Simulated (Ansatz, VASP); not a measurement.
# One calculation of Te2Mo, two programs

The input INCAR:

```
PREC     = Accurate       # precision mode
ENCUT    = 520            # plane-wave cutoff, eV
EDIFF    = 1E-6           # SCF threshold, eV
ISMEAR   = -1             # smearing method
SIGMA    = 0.05           # smearing width, eV
LREAL    = F              # projectors in reciprocal space
LASPH    = T              # aspherical terms in the spheres
NELM     = 80             # most SCF steps
ALGO     = Normal         # electronic algorithm
ISIF     = 2              # what is computed and relaxed
LWAVE    = F              # write WAVECAR
LCHARG   = F              # write CHGCAR
GGA      = PE             # functional
NBANDS   = 64             # bands
```

KPOINTS

```
Automatic mesh
0
Gamma
  4 8 2
```

File POSCAR:

```
Te2Mo
1.0
    6.4541491659      0.0000000000      0.0000000000
    0.0000000000      3.5370368810      0.0000000000
   -0.9653640253      0.0000000000     14.0988225237
Te Mo
8 4
Direct
    0.9437000000      0.7500000000      0.6045000000
    0.0563000000      0.2500000000      0.3955000000
    0.9030000000      0.2500000000      0.8514000000
    0.0970000000      0.7500000000      0.1486000000
    0.4112000000      0.7500000000      0.8955000000
    0.5888000000      0.2500000000      0.1045000000
    0.4432000000      0.2500000000      0.6484000000
    0.5568000000      0.7500000000      0.3516000000
    0.8167000000      0.7500000000      0.9926000000
    0.1833000000      0.2500000000      0.0074000000
    0.6819000000      0.2500000000      0.4934000000
    0.3181000000      0.7500000000      0.5066000000
```

input.yaml

```yaml
crystal:
  lattice:
    - [6.4541491659, 0.0, 0.0]
    - [0.0, 3.537036881, 0.0]
    - [-0.9653640253, 0.0, 14.0988225237]
  atoms:
    - { symbol: Te, position: [0.9437, 0.75, 0.6045] }
    - { symbol: Te, position: [0.0563, 0.25, 0.3955] }
    - { symbol: Te, position: [0.903, 0.25, 0.8514] }
    - { symbol: Te, position: [0.097, 0.75, 0.1486] }
    - { symbol: Te, position: [0.4112, 0.75, 0.8955] }
    - { symbol: Te, position: [0.5888, 0.25, 0.1045] }
    - { symbol: Te, position: [0.4432, 0.25, 0.6484] }
    - { symbol: Te, position: [0.5568, 0.75, 0.3516] }
    - { symbol: Mo, position: [0.8167, 0.75, 0.9926] }
    - { symbol: Mo, position: [0.1833, 0.25, 0.0074] }
    - { symbol: Mo, position: [0.6819, 0.25, 0.4934] }
    - { symbol: Mo, position: [0.3181, 0.75, 0.5066] }
hamiltonian:
  xc: pbe
  pseudopotentials: { kind: paw, partial_waves: polarizable }
kpoints:
  mp_grid: { grid: [4, 8, 2] }
scf:
  occupations: { method: fermi_dirac, width: 0.05 }
output:
  forces: true
  stress: true
  eigenvalues: true
```

Alike in both runs: task single point; functional PBE; k mesh 4 × 8 × 2; occupations fermi-dirac, width 0.05 eV; no spin polarisation.

|  | VASP | Ansatz |
| --- | --- | --- |
| version | VASP 6.6.1 | Ansatz 0.2.0 |
| potentials or method | VASP PAW PBE potentials, release 64 (Te, Mo_sv) | Ansatz PAW polarizable |
| plane-wave cutoff (eV) | 520 | 420 |
| valence electrons in the cell | 104 | 184 |

```tsv
	VASP	Ansatz	Ansatz less VASP
gap on the k mesh at the Fermi level (eV)	none	none	-
pressure (GPa)	-2.8	-2.8	+0.03
traceless stress, the component that is largest in VASP (GPa)	-0.24	-0.24	+0.002
rms of the force components (eV/Å)	0.279	0.283	+0.0044
```

Atom by atom the forces differ by 0.005 eV/Å (rms over components). A gap of «none» marks a metal or a gap that the smearing closes. VASP's potentials hold 104 valence electrons a cell and Ansatz's 184, so a difference there can come from the potentials and not from the codes.

Spin-orbit coupling is off throughout.
